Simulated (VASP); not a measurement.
Here is a VASP 6.6.1 calculation.

File INCAR:

```
SYSTEM = LiC18
PREC = Accurate ; ENCUT = 520
EDIFF = 1E-6 ; ISMEAR = 0
SIGMA = 0.05 ; LREAL = Auto
LASPH = .TRUE. ; NELM = 150
ALGO = Normal ; ISIF = 2
LWAVE = .FALSE. ; LCHARG = .FALSE.
ISPIN = 2 ; MAGMOM = 0 0 0 0 0 0 0 0 0 0 0 0 0 0 0 0 0 0 0
LORBIT = 11 ; GGA = PE
NBANDS = 56
```

KPOINTS

```
regular mesh
0
G
  2 2 1
  0 0 0
```

POSCAR

```
LiC18
1.0
    7.3980000000      0.0000000000      0.0000000000
   -3.6990000000      6.4068560000      0.0000000000
    0.0000000000      0.0000000000     13.0000000000
C Li
18 1
Direct
   -0.0059228296     -0.0030976192      0.0778425385
    0.2161696905      0.1079487349      0.0787359231
   -0.0065354418      0.3306609357      0.0787050769
    0.2151985744      0.4407867135      0.0785796154
   -0.0065353335      0.6625305766      0.0787024615
    0.2151985452      0.7741394531      0.0785800000
    0.3263033104     -0.0036515570      0.0785985385
    0.5480382648      0.1079562269      0.0786161538
    0.3263032431      0.3296824527      0.0785968462
    0.5480383254      0.4398090108      0.0786115385
    0.3253167077      0.6625223042      0.0785438462
    0.5474057021      0.7735664732      0.0775345385
    0.6590806404     -0.0030912198      0.0776278462
    0.8824164106      0.1085686958      0.0777782308
    0.6596528153      0.3296897886      0.0785949231
    0.8818623274      0.4407946737      0.0786237692
    0.6590804932      0.6618987535      0.0776215385
    0.8824164617      0.7735747456      0.0777731538
    0.7694135277      0.8845450873      0.2057186154
```

Potentials or basis: VASP PAW PBE potentials, release 64 (C, Li_sv).

Launch:

```bash
$ cat potpaw_PBE.64/C/POTCAR potpaw_PBE.64/Li_sv/POTCAR > POTCAR
$ mpirun -np 1 vasp_std > vasp.out
```

Q: Predict the net moment.

A: 0.00 μB per cell.

Q: Predict the largest force.

A: 0.015 eV/Å.

Forces on the atoms (eV/Å):
```
C    0.006  0.003 -0.002
C    0.001  0.001 -0.005
C   -0.005  0.003 -0.002
C    0.000 -0.002  0.002
C    0.000 -0.005 -0.001
C   -0.004  0.000  0.003
C   -0.004 -0.002 -0.001
C    0.000  0.005  0.003
C   -0.004 -0.003  0.000
C    0.000  0.000  0.004
C   -0.004 -0.003 -0.001
C   -0.003 -0.004  0.006
C   -0.005  0.006 -0.003
C    0.000 -0.001 -0.003
C    0.006  0.006 -0.004
C    0.001  0.000 -0.004
C    0.003 -0.006 -0.002
C    0.000 -0.001 -0.002
Li   0.010  0.005  0.011
```

Caveat: the k points lie up to 0.49 Å⁻¹ apart.
